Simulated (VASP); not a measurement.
# W: single point with PBEsol

W:

```
W
1.0
     0.00000    1.99909    1.99909
     1.99909    0.00000    1.99909
     1.99909    1.99909    0.00000
W
1
Direct
  0.00000 0.00000 0.00000
```

```yaml
Program: VASP 6.6.1
Task: single point
Functional: PBEsol
Potentials_or_basis: VASP PAW PBE potentials, release 64 (W_sv)
Cutoff: 520 eV
k_mesh: 19 × 19 × 19
Occupations: fermi-dirac, width 0.05 eV
Spin: no spin polarisation
Dipole_correction: no
Further_INCAR_settings: ALGO = Normal; EDIFF = 1e-07; NBANDS = 13
```

The pressure is 0.4 GPa and the band gap on the k mesh is zero (band 7 reaches 13.77 eV, above the bottom of band 8 at 10.09 eV).

Levels at points of the mesh, in eV from the Fermi level:
| k point | band 3 | band 4 | band 5 | band 6 | band 7 | band 8 | band 9 | band 10 | band 11 | band 12 |
| --- | --- | --- | --- | --- | --- | --- | --- | --- | --- | --- |
| (0.00, 0.00, 0.00) | -37.16 | -37.16 | -9.14 | -0.59 | -0.59 | -0.59 | 2.65 | 2.65 | 12.87 | 18.18 |

Wall time 45 s on 1 thread of Intel(R) Xeon(R) Platinum 8375C CPU @ 2.90GHz (Ice Lake), with other jobs on the host, peak memory 0.17 GiB.

Caveat: the PAW data sets were made with another functional, which shifts forces and pressure a little; spin-orbit coupling is left out, which moves the levels of the heavy elements.
